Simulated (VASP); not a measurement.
# CoSi3 (Pm-3m) in VASP: further runs

Runs on CoSi3. Level: PBE. Tasks: single point.

Everything below comes from runs of VASP 6.6.1. Logs are shortened: lines on timing, memory, paths and dates and some standing lists are left out, and cuts for length are marked.

### 1 The cell of the first run

Symmetry: Pm-3m, No. 221, cubic system. The conventional cell has a = 3.687 Å, b = 3.687 Å, c = 3.687 Å, α = 90.00°, β = 90.00°, γ = 90.00°. Within 3.4 Å of Si (site symmetry 4/mmm) lie 8 Si at 2.61 Å and 4 Co at 2.61 Å. Within 3.4 Å of Co (site symmetry m-3m) lie 12 Si at 2.61 Å.

### 2 Single point, PBE

Input file INCAR:

```
SYSTEM = CoSi3
PREC = Accurate
ENCUT = 520
EDIFF = 1E-6
ISMEAR = 0
SIGMA = 0.1
LREAL = .FALSE.
LASPH = .TRUE.
NELM = 100
ALGO = Normal
ISIF = 2
LWAVE = .FALSE.
LCHARG = .FALSE.
GGA = PE
NBANDS = 18
```

Input file KPOINTS:

```
Automatic mesh
0
G
  12 12 12
  0 0 0
```

Input file POSCAR:

```
CoSi3
1.0
    3.6871170805      0.0000000000      0.0000000000
    0.0000000000      3.6871170805      0.0000000000
    0.0000000000      0.0000000000      3.6871170805
Si Co
3 1
Direct
    0.0000000000      0.5000000000      0.5000000000
    0.5000000000      0.0000000000      0.5000000000
    0.5000000000      0.5000000000      0.0000000000
    0.0000000000      0.0000000000      0.0000000000
```

Potentials or basis: VASP PAW PBE potentials, release 64 (Si, Co).

Run with:

```sh
> cat potpaw_PBE.64/Si/POTCAR potpaw_PBE.64/Co/POTCAR > POTCAR
> mpirun -np 1 vasp_std > vasp.out
```

OUTCAR:

```text
SYSTEM = CoSi3
   PREC = Accurate
   ENCUT = 520
   EDIFF = 1E-6
   ISMEAR = 0
   LREAL = .FALSE.
   LASPH = .TRUE.
   NELM = 100
   ISIF = 2
   GGA = PE

 ion  position               nearest neighbor table
   1  0.000  0.500  0.500-   2 2.61   3 2.61   4 2.61   3 2.61   4 2.61   2 2.61   4 2.61   4 2.61
                             2 2.61   3 2.61   3 2.61   2 2.61
   2  0.500  0.000  0.500-   1 2.61   3 2.61   4 2.61   3 2.61   4 2.61   1 2.61   3 2.61   3 2.61
                             1 2.61   4 2.61   4 2.61   1 2.61
   3  0.500  0.500  0.000-   1 2.61   2 2.61   4 2.61   1 2.61   2 2.61   2 2.61   4 2.61   2 2.61
                             1 2.61   4 2.61   1 2.61   4 2.61
   4  0.000  0.000  0.000-   1 2.61   2 2.61   3 2.61   1 2.61   2 2.61   1 2.61   3 2.61   1 2.61
                             2 2.61   3 2.61   2 2.61   3 2.61

  LATTYP: Found a simple cubic cell.
 ALAT       =     3.6871170805

  Lattice vectors:

 A1 = (   3.6871170805,   0.0000000000,   0.0000000000)
 A2 = (   0.0000000000,   3.6871170805,   0.0000000000)
 A3 = (   0.0000000000,   0.0000000000,   3.6871170805)

Analysis of symmetry for initial positions (statically):
=====================================================================
 Subroutine PRICEL returns:
 Original cell was already a primitive cell.

 Routine SETGRP: Setting up the symmetry group for a
 simple cubic supercell.

 Subroutine GETGRP returns: Found 48 space group operations
 (whereof 48 operations were pure point group operations)
 out of a pool of 48 trial point group operations.

The static configuration has the point symmetry O_h .

Analysis of symmetry for dynamics (positions and initial velocities):
=====================================================================
 Subroutine PRICEL returns:
 Original cell was already a primitive cell.

 Routine SETGRP: Setting up the symmetry group for a
 simple cubic supercell.

 Subroutine GETGRP returns: Found 48 space group operations
 (whereof 48 operations were pure point group operations)
 out of a pool of 48 trial point group operations.

The dynamic configuration has the point symmetry O_h .

 Subroutine INISYM returns: Found 48 space group operations
 (whereof 48 operations are pure point group operations),
 and found     1 'primitive' translations

----------------------------------------------------------------------------------------

                                     Primitive cell

  volume of cell :      50.1257

  direct lattice vectors                    reciprocal lattice vectors
     3.687117081  0.000000000  0.000000000     0.271214604  0.000000000  0.000000000
     0.000000000  3.687117081  0.000000000     0.000000000  0.271214604  0.000000000
     0.000000000  0.000000000  3.687117081     0.000000000  0.000000000  0.271214604

  length of vectors
     3.687117081  3.687117081  3.687117081     0.271214604  0.271214604  0.271214604

  position of ions in fractional coordinates (direct lattice)
     0.000000000  0.500000000  0.500000000
     0.500000000  0.000000000  0.500000000
     0.500000000  0.500000000  0.000000000
     0.000000000  0.000000000  0.000000000

  ion indices of the primitive-cell ions
   primitive index   ion index
                 1           1
                 2           2
                 3           3
                 4           4

----------------------------------------------------------------------------------------

 KPOINTS: Automatic mesh

Automatic generation of k-mesh.
 Grid dimensions read from file:
 generate k-points for:   12   12   12

 Generating k-lattice:

  Cartesian coordinates                     Fractional coordinates (reciprocal lattice)
     0.022601217  0.000000000  0.000000000     0.083333333  0.000000000  0.000000000
     0.000000000  0.022601217  0.000000000     0.000000000  0.083333333  0.000000000
     0.000000000  0.000000000  0.022601217     0.000000000  0.000000000  0.083333333

  Length of vectors
     0.022601217  0.022601217  0.022601217

  Shift w.r.t. Gamma in fractional coordinates (k-lattice)
     0.000000000  0.000000000  0.000000000

 Subroutine IBZKPT returns following result:
 ===========================================

 Found     84 irreducible k-points:

 Following reciprocal coordinates:
            Coordinates               Weight
  0.000000  0.000000  0.000000      1.000000
  0.083333  0.000000  0.000000      6.000000
  0.166667  0.000000  0.000000      6.000000
  0.250000  0.000000  0.000000      6.000000
  0.333333  0.000000  0.000000      6.000000
  0.416667  0.000000  0.000000      6.000000
[... 16 lines left out ...]
  0.333333  0.333333  0.000000     12.000000
  0.416667  0.333333  0.000000     24.000000
 [... further k-points ...]
   k-points           NKPTS =     84   k-points in BZ     NKDIM =     84   number of bands    NBANDS=     18
   number of dos      NEDOS =    301   number of ions     NIONS =      4
   total plane-waves  NPLWV =  21952
   dimension x,y,z NGX =    28 NGY =   28 NGZ =   28
   dimension x,y,z NGXF=    56 NGYF=   56 NGZF=   56
   ions per type =               3   1
   NGX,Y,Z   is equivalent  to a cutoff of  12.62, 12.62, 12.62 a.u.
   NGXF,Y,Z  is equivalent  to a cutoff of  25.25, 25.25, 25.25 a.u.
 SYSTEM =  CoSi3
   PREC   = accura    normal or accurate (medium, high low for compatibility)
   ISTART =      0    job   : 0-new  1-cont  2-samecut
   ICHARG =      2    charge: 1-file 2-atom 10-const
   ISPIN  =      1    spin polarized calculation?
   LNONCOLLINEAR =      F non collinear calculations
   LSORBIT =      F    spin-orbit coupling
   LASPH  =      T    aspherical Exc in radial PAW
   ENCUT  =  520.0 eV  38.22 Ry    6.18 a.u.   6.86  6.86  6.86*2*pi/ulx,y,z
   NELM   =    100;   NELMIN=  2; NELMDL= -5     # of ELM steps
   EDIFF  = 0.1E-05   stopping-criterion for ELM
   LREAL  =      F    real-space projection
   EDIFFG = 0.1E-04   stopping-criterion for IOM
   NSW    =      0    number of steps for IOM
   IBRION =     -1    ionic relax: 0-MD 1-quasi-New 2-CG
   NFREE  =      0    steps in history (QN), initial steepest desc. (CG)
   ISIF   =      2    stress and relaxation
   ISYM   =      2    0-nonsym 1-usesym 2-fastsym
   POTIM  = 0.5000    time-step for ionic-motion
   TEBEG  =    0.0;   TEEND  =   0.0 temperature during run
   PSTRESS=    0.0 pullay stress
   NELECT =      21.0000    total number of electrons
   NUPDOWN=      -1.0000    fix difference up-down
   EMIN   =  10.00;   EMAX   =-10.00  energy-range for DOS
   EFERMI =   0.00;   METHOD = LEGACY
   ISMEAR =     0;   SIGMA  =   0.10  broadening in eV -4-tet -1-fermi 0-gaus
   EFERMI_NEDOS =   21; number of points for ismear=-14 and -15
   IALGO  =     38    algorithm
   IMIX   =      4    mixing-type and parameters
     AMIX     =   0.40;   BMIX     =  1.00
     AMIX_MAG =   1.60;   BMIX_MAG =  1.00
  volume/ion in A,a.u.               =      12.53        84.57
  Fermi-wavevector in a.u.,A,eV,Ry     =   1.224976  2.314869 20.416451  1.500567
  Thomas-Fermi vector in A             =   2.360031
   LORBIT       =      0    0 simple, 1 ext, 2 COOP (PROOUT), +10 PAW based schemes
   GGA     = PE    functional components
   LHFCALC =     F    Hartree Fock is set to
   AEXX    =    0.0000 exact exchange contribution
   IVDW    =     0    specifies the selected vdW correction
   LEPSILON=     F    determine dielectric tensor
   LRPA    =     F    only Hartree local field effects (RPA)
 non-spin polarized calculation
 Gauss-broadening in eV      SIGMA  =   0.10
  energy-cutoff  :      520.00
  volume of cell :       50.13
 maximum number of plane-waves:      1376
 NGX is ok and might be reduce to    28
   NGX = 13   NGY = 13   NGZ = 13

 number of electron      20.9999991 magnetization

 Free energy of the ion-electron system (eV)
  ---------------------------------------------------
  ext. energy  EPLUGINS =         0.00000000
  ---------------------------------------------------
  free energy    TOTEN  =       -22.23622318 eV

  energy without entropy =      -22.22261768  energy(sigma->0) =      -22.22942043

 E-fermi :  11.3700     XC(G=0): -11.9799

 val. band max:       11.3693011054   @ k =   0.0833   0.0833   0.0833
 cond. band min:      11.3706725061   @ k =   0.4167   0.3333   0.3333
 fundamental gap:      0.0013714008
 Fermi energy:        11.3699589464

 k-point     1 :       0.0000    0.0000    0.0000
  band No.  band energies     occupation
      1      -3.2574      2.00000
      2       6.2569      2.00000
      3       6.2569      2.00000
      4       6.5822      2.00000
      5       6.5822      2.00000
      6       6.5822      2.00000
[... 10 lines left out ...]
     17      18.0852      0.00000
     18      18.0852      0.00000

 k-point     2 :       0.0833    0.0000    0.0000
  band No.  band energies     occupation
      1      -3.1846      2.00000
      2       5.2089      2.00000
      3       6.3177      2.00000
      4       6.6150      2.00000
      5       6.6150      2.00000
      6       7.3818      2.00000
[... 10 lines left out ...]
     17      17.2425      0.00000
     18      17.8187      0.00000

 k-point     3 :       0.1667    0.0000    0.0000
  band No.  band energies     occupation
      1      -2.9675      2.00000
      2       3.9390      2.00000
      3       6.4974      2.00000
      4       6.7071      2.00000
      5       6.7071      2.00000
      6       8.0460      2.00000
[... 10 lines left out ...]
     17      17.0397      0.00000
     18      17.0397      0.00000

 k-point     4 :       0.2500    0.0000    0.0000
  band No.  band energies     occupation
      1      -2.6105      2.00000
      2       2.7043      2.00000
      3       6.7863      2.00000
      4       6.8391      2.00000
      5       6.8391      2.00000
      6       8.6000      2.00000
[... 10 lines left out ...]
     17      17.3136      0.00000
     18      17.3136      0.00000

 k-point     5 :       0.3333    0.0000    0.0000
  band No.  band energies     occupation
      1      -2.1258      2.00000
      2       1.5712      2.00000
      3       6.9784      2.00000
      4       6.9784      2.00000
      5       7.1597      2.00000
      6       9.1575      2.00000
[... 10 lines left out ...]
     17      17.7922      0.00000
     18      17.7923      0.00000

 k-point     6 :       0.4167    0.0000    0.0000
  band No.  band energies     occupation
      1      -1.5585      2.00000
      2       0.6082      2.00000
      3       7.0848      2.00000
      4       7.0848      2.00000
      5       7.5485      2.00000
      6       9.7152      2.00000
[... 10 lines left out ...]
     17      18.3043      0.00000
     18      18.3337      0.00000

 k-point     7 :       0.5000    0.0000    0.0000
  band No.  band energies     occupation
      1      -1.1876      2.00000
      2       0.1044      2.00000
      3       7.1245      2.00000
      4       7.1245      2.00000
      5       7.7485      2.00000
      6       9.5229      2.00000
[... 10 lines left out ...]
     17      18.5621      0.00000
     18      18.5621      0.00000

 k-point     8 :       0.0833    0.0833    0.0000
  band No.  band energies     occupation
      1      -3.1120      2.00000
      2       5.0981      2.00000
      3       5.4923      2.00000
      4       6.6488      2.00000
      5       7.0050      2.00000
      6       7.8072      2.00000
[... 10 lines left out ...]
     17      16.8575      0.00000
     18      18.0289      0.00000
[... 229 lines left out ...]
     17      15.9813      0.00000
     18      18.4410      0.00000

 k-point    20 :       0.3333    0.2500    0.0000
  band No.  band energies     occupation
      1      -1.4954      2.00000
      2       2.1417      2.00000
      3       3.7196      2.00000
      4       6.9501      2.00000
      5       7.3745      2.00000
      6       8.8209      2.00000
[... 10 lines left out ...]
     17      16.8984      0.00000
     18      18.3001      0.00000

 k-point    21 :       0.4167    0.2500    0.0000
  band No.  band energies     occupation
      1      -0.9381      2.00000
      2       1.2072      2.00000
      3       4.1402      2.00000
      4       6.3284      2.00000
      5       7.5310      2.00000
      6       8.7593      2.00000
[... 10 lines left out ...]
     17      17.8052      0.00000
     18      18.2338      0.00000

 k-point    22 :       0.5000    0.2500    0.0000
  band No.  band energies     occupation
      1      -0.5765      2.00000
      2       0.7168      2.00000
      3       4.3736      2.00000
      4       6.0177      2.00000
      5       7.5906      2.00000
      6       8.7450      2.00000
[... 10 lines left out ...]
     17      17.5784      0.00000
     18      17.9271      0.00000

 k-point    23 :       0.3333    0.3333    0.0000
  band No.  band energies     occupation
      1      -1.0235      2.00000
      2       2.4080      2.00000
      3       2.7745      2.00000
      4       6.1482      2.00000
      5       7.6195      2.00000
      6       8.6470      2.00000
[... 10 lines left out ...]
     17      17.7636      0.00000
     18      17.9290      0.00000

 k-point    24 :       0.4167    0.3333    0.0000
  band No.  band energies     occupation
      1      -0.4726      2.00000
      2       1.6362      2.00000
      3       3.0656      2.00000
      4       5.4119      2.00000
      5       7.8264      2.00000
      6       8.5553      2.00000
[... 10 lines left out ...]
     17      17.0927      0.00000
     18      18.8208      0.00000

 [... further k-points ...]
[... 5 lines left out ...]
  --------------------------------------------------------------------------------------
  -------------------------------------------------------------------------------------
  Total       -0.0097085     -0.0097085     -0.0097085      0.0000000      0.0000000      0.0000000
  in kB       -0.3103154     -0.3103154     -0.3103154      0.0000000      0.0000000      0.0000000
  external PRESSURE =      -0.3103154 kB  Pullay stress =       0.0000000 kB

 VOLUME and BASIS-vectors are now :
 -----------------------------------------------------------------------------
  energy-cutoff  :      520.00
  volume of cell :       50.13
      direct lattice vectors                 reciprocal lattice vectors
     3.687117081  0.000000000  0.000000000     0.271214604  0.000000000  0.000000000
     0.000000000  3.687117081  0.000000000     0.000000000  0.271214604  0.000000000
     0.000000000  0.000000000  3.687117081     0.000000000  0.000000000  0.271214604

 POSITION                                       TOTAL-FORCE (eV/Angst)
 -----------------------------------------------------------------------------------
      0.00000      1.84356      1.84356         0.000000      0.000000      0.000000
      1.84356      0.00000      1.84356         0.000000      0.000000      0.000000
      1.84356      1.84356      0.00000         0.000000      0.000000      0.000000
      0.00000      0.00000      0.00000         0.000000      0.000000      0.000000
 -----------------------------------------------------------------------------------
    total drift:                               -0.000000     -0.000000     -0.000000

  FREE ENERGIE OF THE ION-ELECTRON SYSTEM (eV)
  ---------------------------------------------------
  free  energy   TOTEN  =       -22.2362231840 eV

  energy  without entropy=      -22.2226176787  energy(sigma->0) =      -22.22942043
```

It took 51 s on 1 thread of Intel Xeon Platinum 8259CL at 2.50GHz (Skylake/Cascade Lake), shared host; peak memory 0.2 GiB.

Results:

```
Free energy : -22.2362 eV
Pressure    : 0.0 GPa
```

Levels at points of the mesh, in eV from the Fermi level:
```csv
k point,band 6,band 7,band 8,band 9,band 10,band 11,band 12,band 13,band 14,band 15
"(0.00, 0.00, 0.00)",-4.79,-1.76,-1.76,-1.76,-0.94,0.52,0.52,4.02,4.02,4.02
"(0.50, 0.00, 0.00)",-1.85,-1.62,-1.33,-1.33,-1.32,-0.58,0.24,0.24,2.57,2.69
"(0.50, 0.50, 0.00)",-3.01,-1.53,-1.31,-1.21,-1.01,1.79,1.79,1.81,2.48,2.48
"(0.50, 0.50, 0.50)",-6.05,-6.05,-1.83,-1.16,-1.16,-0.27,-0.27,-0.27,9.99,9.99
```

### 3 Single point, PBE

This run uses another cell than the first one, of 14.04 Å³/atom, 1.120 times its volume.

Input file INCAR:

```
SYSTEM = CoSi3
ALGO = Normal
EDIFF = 1E-7
ENCUT = 520
GGA = PE
ISIF = 2
ISMEAR = 0
LASPH = .TRUE.
LCHARG = .FALSE.
LREAL = .FALSE.
LWAVE = .FALSE.
NBANDS = 18
NELM = 60
PREC = Accurate
SIGMA = 0.1
```

Input file KPOINTS:

```
k-points
0
G
  12 12 12
  0 0 0
```

Input file POSCAR:

```
CoSi3
1.0
    3.8290667387      0.0000000000      0.0000000000
    0.0000000000      3.8290667387      0.0000000000
    0.0000000000      0.0000000000      3.8290667387
Si Co
3 1
Direct
    0.0000000000      0.5000000000      0.5000000000
    0.5000000000      0.0000000000      0.5000000000
    0.5000000000      0.5000000000      0.0000000000
    0.0000000000      0.0000000000      0.0000000000
```

Potentials or basis: VASP PAW PBE potentials, release 64 (Si, Co).

Run with:

```sh
> cat potpaw_PBE.64/Si/POTCAR potpaw_PBE.64/Co/POTCAR > POTCAR
> mpirun -np 1 vasp_std > vasp.out
```

Wall time 56 s (1 thread of Intel Xeon Platinum 8259CL at 2.50GHz (Skylake/Cascade Lake), shared host); peak memory 0.21 GiB.

The run converged. Its results:

| Quantity | Value |
| --- | --- |
| Free energy | -22.0042 eV |
| Pressure | -11.0 GPa |

Levels at points of the mesh, in eV from the Fermi level:
```csv
k point,band 7,band 8,band 9,band 10,band 11,band 12,band 13,band 14
"(0.00, 0.00, 0.00)",-1.39,-1.39,-1.39,-0.52,0.25,0.25,3.68,3.68
"(0.50, 0.00, 0.00)",-1.28,-1.05,-1.03,-1.03,-0.19,0.29,0.29,1.94
"(0.50, 0.50, 0.00)",-1.23,-1.02,-0.94,-0.73,1.32,1.60,1.60,2.30
"(0.50, 0.50, 0.50)",-5.39,-1.50,-0.89,-0.89,-0.22,-0.22,-0.22,8.91
```

### 4 Single point, PBE

This run uses another cell than the first one, of 15.04 Å³/atom, 1.200 times its volume.

Input file INCAR:

```
SYSTEM = CoSi3
ALGO = Normal ; EDIFF = 1E-7
ENCUT = 520 ; GGA = PE
ISIF = 2 ; ISMEAR = 0
LASPH = .True. ; LCHARG = .True.
LELF = .True. ; LREAL = .False.
LVHAR = .True. ; LWAVE = .False.
NBANDS = 18 ; NELM = 100
PREC = Accurate ; SIGMA = 0.1
```

Input file KPOINTS:

```
k-points
0
Gamma
  12 12 12
  0 0 0
```

Input file POSCAR:

```
CoSi3
1.0
    3.9181465612      0.0000000000      0.0000000000
    0.0000000000      3.9181465612      0.0000000000
    0.0000000000      0.0000000000      3.9181465612
Si Co
3 1
Direct
    0.0000000000      0.5000000000      0.5000000000
    0.5000000000      0.0000000000      0.5000000000
    0.5000000000      0.5000000000      0.0000000000
    0.0000000000      0.0000000000      0.0000000000
```

Run with:

```sh
> cat potpaw_PBE.64/Si/POTCAR potpaw_PBE.64/Co/POTCAR > POTCAR
> mpirun -np 1 vasp_std > vasp.out
```

It took 98 s on 1 thread of Intel Xeon Platinum 8259CL at 2.50GHz (Skylake/Cascade Lake), shared host; peak memory 0.22 GiB.

The run converged. Its results:

```
Free energy : -21.6723 eV
Pressure    : -15.3 GPa
```

Levels at points of the mesh, in eV from the Fermi level:
```
           k point  band 7  band 8  band 9  band 10  band 11  band 12  band 13  band 14
(0.00, 0.00, 0.00)   -1.19   -1.19   -1.19    -0.29     0.12     0.12     3.49     3.49
(0.50, 0.00, 0.00)   -1.09   -0.91   -0.86    -0.86     0.01     0.31     0.31     1.59
(0.50, 0.50, 0.00)   -1.07   -0.87   -0.80    -0.57     1.06     1.48     1.48     2.19
(0.50, 0.50, 0.50)   -5.00   -1.31   -0.76    -0.76    -0.19    -0.19    -0.19     8.30
```

Spin polarisation is off, so any magnetic state and its effect on volume and gap are missing.

### 5 The runs side by side

| cell | gap on the mesh (eV) | pressure (GPa) |
| --- | --- | --- |
| a = 3.687 Å, 4 atoms | none | 0.0 |
| a = 3.829 Å, 4 atoms | none | -11.0 |
| a = 3.918 Å, 4 atoms | none | -15.3 |

Alike in all rows: task single point; level PBE; potentials or basis VASP PAW PBE potentials, release 64 (Si, Co); no spin polarisation; k mesh 12 × 12 × 12; cutoff (eV) 520; smearing gaussian 0.1 eV.

Total energies depend on the potentials used, so only differences within one code and one set of settings carry meaning.
